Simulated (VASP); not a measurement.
A run of VASP 6.6.1:

File INCAR:

```
SYSTEM = Ir
ALGO = Fast
EDIFF = 1E-6
ENCUT = 520
GGA = PS
ISIF = 2
ISMEAR = 0
LASPH = .TRUE.
LCHARG = .FALSE.
LREAL = .FALSE.
LWAVE = .FALSE.
NBANDS = 16
NELM = 80
PREC = Accurate
SIGMA = 0.1
```

Contents of KPOINTS:

```
k-points
0
G
  20 20 14
  0 0 0
```

File POSCAR:

```
Ir
1.0
    1.9725235006      1.9725235006      0.0000000000
   -1.9725235006      1.9725235006      0.0000000000
    0.0000000000      0.0000000000      3.7612001507
Ir
2
Direct
    0.0000000000      0.0000000000      0.0000000000
    0.5000000000      0.5000000000      0.5000000000
```

Potentials or basis: VASP PAW PBE potentials, release 64 (Ir).

Command:

```console
$ cat potpaw_PBE.64/Ir/POTCAR > POTCAR
$ mpirun -np 1 vasp_std > vasp.out
```

Hardware: 1 thread of Intel(R) Xeon(R) 6975P-C (Granite Rapids) (shared host).

How long does it take, and how much memory?

It took 83 s on 1 thread of Intel(R) Xeon(R) 6975P-C (Granite Rapids), on a shared host, peak memory 0.32 GiB. Counts: scf iterations 16, k points 528.
